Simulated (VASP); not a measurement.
# Y3Sn (Fm-3m) in VASP: notebook, part 2 of 2

VASP 6.6.1.

### 3 Single point, LDA

The input, INCAR:

```
PREC = Accurate
ENCUT = 500
EDIFF = 1E-6
ISMEAR = 0
SIGMA = 0.1
LREAL = False
LASPH = True
NELM = 120
ALGO = Normal
ISIF = 2
LWAVE = False
LCHARG = False
GGA = CA
NBANDS = 32
GGA_COMPAT = False
```

The input, KPOINTS:

```
Automatic mesh
0
Gamma
  5 5 5
```

The input, POSCAR:

```
Y3Sn
1.0
    0.0000000000      3.8460590000      3.8460590000
    3.8460590000      0.0000000000      3.8460590000
    3.8460590000      3.8460590000      0.0000000000
Y Sn
3 1
Direct
    0.0000000000      0.0000000000      0.0000000000
    0.2500000000      0.2500000000      0.2500000000
    0.7500000000      0.7500000000      0.7500000000
    0.5000000000      0.5000000000      0.5000000000
```

Potentials or basis: VASP PAW LDA potentials, release 64 (Y_sv, Sn_d).

Launch:

```sh
cat potpaw_LDA.64/Y_sv/POTCAR potpaw_LDA.64/Sn_d/POTCAR > POTCAR
mpirun -np 1 vasp_std > vasp.out
```

OUTCAR:

```text
PREC = Accurate
   ENCUT = 500
   EDIFF = 1E-6
   ISMEAR = 0
   LREAL = False
   LASPH = True
   NELM = 120
   ISIF = 2
   GGA = CA

 ion  position               nearest neighbor table
   1  0.000  0.000  0.000-   3 3.33   3 3.33   3 3.33   2 3.33   3 3.33   2 3.33   2 3.33   2 3.33
                             4 3.85   4 3.85   4 3.85   4 3.85   4 3.85   4 3.85
   2  0.250  0.250  0.250-   1 3.33   1 3.33   1 3.33   1 3.33   4 3.33   4 3.33   4 3.33   4 3.33
                             3 3.85   3 3.85   3 3.85   3 3.85   3 3.85   3 3.85
   3  0.750  0.750  0.750-   4 3.33   4 3.33   4 3.33   1 3.33   4 3.33   1 3.33   1 3.33   1 3.33
                             2 3.85   2 3.85   2 3.85   2 3.85   2 3.85   2 3.85
   4  0.500  0.500  0.500-   2 3.33   2 3.33   2 3.33   2 3.33   3 3.33   3 3.33   3 3.33   3 3.33
                             1 3.85   1 3.85   1 3.85   1 3.85   1 3.85   1 3.85

  LATTYP: Found a face centered cubic cell.
 ALAT       =     7.6921180000

  Lattice vectors:

 A1 = (   0.0000000000,   3.8460590000,   3.8460590000)
 A2 = (   3.8460590000,   0.0000000000,   3.8460590000)
 A3 = (   3.8460590000,   3.8460590000,   0.0000000000)

Analysis of symmetry for initial positions (statically):
=====================================================================
 Subroutine PRICEL returns:
 Original cell was already a primitive cell.

 Routine SETGRP: Setting up the symmetry group for a
 face centered cubic supercell.

 Subroutine GETGRP returns: Found 48 space group operations
 (whereof 48 operations were pure point group operations)
 out of a pool of 48 trial point group operations.

The static configuration has the point symmetry O_h .

Analysis of symmetry for dynamics (positions and initial velocities):
=====================================================================
 Subroutine PRICEL returns:
 Original cell was already a primitive cell.

 Routine SETGRP: Setting up the symmetry group for a
 face centered cubic supercell.

 Subroutine GETGRP returns: Found 48 space group operations
 (whereof 48 operations were pure point group operations)
[... 111 lines left out ...]
     AMIX_MAG =   1.60;   BMIX_MAG =  1.00
  volume/ion in A,a.u.               =      28.45       191.96
  Fermi-wavevector in a.u.,A,eV,Ry     =   1.219218  2.303989 20.224972  1.486494
  Thomas-Fermi vector in A             =   2.354478
   LORBIT       =      0    0 simple, 1 ext, 2 COOP (PROOUT), +10 PAW based schemes
   GGA     = CA    functional components
   LHFCALC =     F    Hartree Fock is set to
   AEXX    =    0.0000 exact exchange contribution
   IVDW    =     0    specifies the selected vdW correction
   LEPSILON=     F    determine dielectric tensor
   LRPA    =     F    only Hartree local field effects (RPA)
 non-spin polarized calculation
 Gauss-broadening in eV      SIGMA  =   0.10
  energy-cutoff  :      500.00
  volume of cell :      113.78
 maximum number of plane-waves:      2900
   NGX = 19   NGY = 19   NGZ = 19

 number of electron      46.9999993 magnetization

 Free energy of the ion-electron system (eV)
  ---------------------------------------------------
  ext. energy  EPLUGINS =         0.00000000
  ---------------------------------------------------
  free energy    TOTEN  =       -26.44354862 eV

  energy without entropy =      -26.39160743  energy(sigma->0) =      -26.41757803

 E-fermi :   4.6823     XC(G=0): -10.2638

 val. band max:        4.6558552025   @ k =   0.2000   0.0000   0.0000
 cond. band min:       4.6823669156   @ k =  -0.4000   0.4000   0.0000
 fundamental gap:      0.0265117131
 Fermi energy:         4.6822684699

 k-point     1 :       0.0000    0.0000    0.0000
  band No.  band energies     occupation
      1     -37.8903      2.00000
      2     -37.7016      2.00000
      3     -37.6932      2.00000
      4     -18.1505      2.00000
      5     -18.1505      2.00000
      6     -18.1505      2.00000
[... 339 lines left out ...]
     31       7.5459      0.00000
     32       7.9316      0.00000

------------------------ aborting loop because EDIFF is reached ----------------------------------------

  FORCE on cell =-STRESS in cart. coord.  units (eV):
  Direction    XX          YY          ZZ          XY          YZ          ZX
  --------------------------------------------------------------------------------------
  -------------------------------------------------------------------------------------
  Total       -3.3049464     -3.3049464     -3.3049464      0.0000000     -0.0000000      0.0000000
  in kB      -46.5368712    -46.5368712    -46.5368712      0.0000000     -0.0000000      0.0000000
  external PRESSURE =     -46.5368712 kB  Pullay stress =       0.0000000 kB

 VOLUME and BASIS-vectors are now :
 -----------------------------------------------------------------------------
  energy-cutoff  :      500.00
  volume of cell :      113.78
      direct lattice vectors                 reciprocal lattice vectors
     0.000000000  3.846059000  3.846059000    -0.130003206  0.130003206  0.130003206
     3.846059000  0.000000000  3.846059000     0.130003206 -0.130003206  0.130003206
     3.846059000  3.846059000  0.000000000     0.130003206  0.130003206 -0.130003206

 POSITION                                       TOTAL-FORCE (eV/Angst)
 -----------------------------------------------------------------------------------
      0.00000      0.00000      0.00000        -0.000000      0.000000      0.000000
      1.92303      1.92303      1.92303         0.000000     -0.000000      0.000000
      5.76909      5.76909      5.76909        -0.000000     -0.000000     -0.000000
      3.84606      3.84606      3.84606        -0.000000      0.000000      0.000000
 -----------------------------------------------------------------------------------
    total drift:                               -0.000000      0.000000      0.000000

  FREE ENERGIE OF THE ION-ELECTRON SYSTEM (eV)
  ---------------------------------------------------
  free  energy   TOTEN  =       -26.4435486175 eV

  energy  without entropy=      -26.3916074343  energy(sigma->0) =      -26.41757803
```

stdout:

```text
POSCAR found type information on POSCAR Y Sn
 POSCAR found :  2 types and       4 ions
 scaLAPACK will be used
 LDA part: xc-table for (Slater(with rela. corr.)+CA(PZ))
 , standard interpolation
 POSCAR, INCAR and KPOINTS ok, starting setup
 FFT: planning ... GRIDC
 FFT: planning ... GRID_SOFT
 FFT: planning ... GRID
 WAVECAR not read
 entering main loop
```

Wall time 43 s (1 thread of Intel Xeon Platinum 8488C (Sapphire Rapids), shared host); peak memory 0.22 GiB.

What came out:

- Free energy: -26.4435 eV
- Pressure: -4.7 GPa
- Band gap on the k mesh: zero (an odd number of electrons rules out a gap without spin polarisation)

Levels at points of the mesh, in eV from the Fermi level:
```tsv
k point	band 22	band 23	band 24	band 25	band 26	band 27
(0.00, 0.00, 0.00)	-1.19	-1.19	-0.58	0.41	0.41	0.41
```

Caveat: the cell stands under tension; spin-orbit coupling is left out, which moves the levels of the heavy elements.

The gap in the log of VASP goes by the Fermi energy; the results here count the filled bands.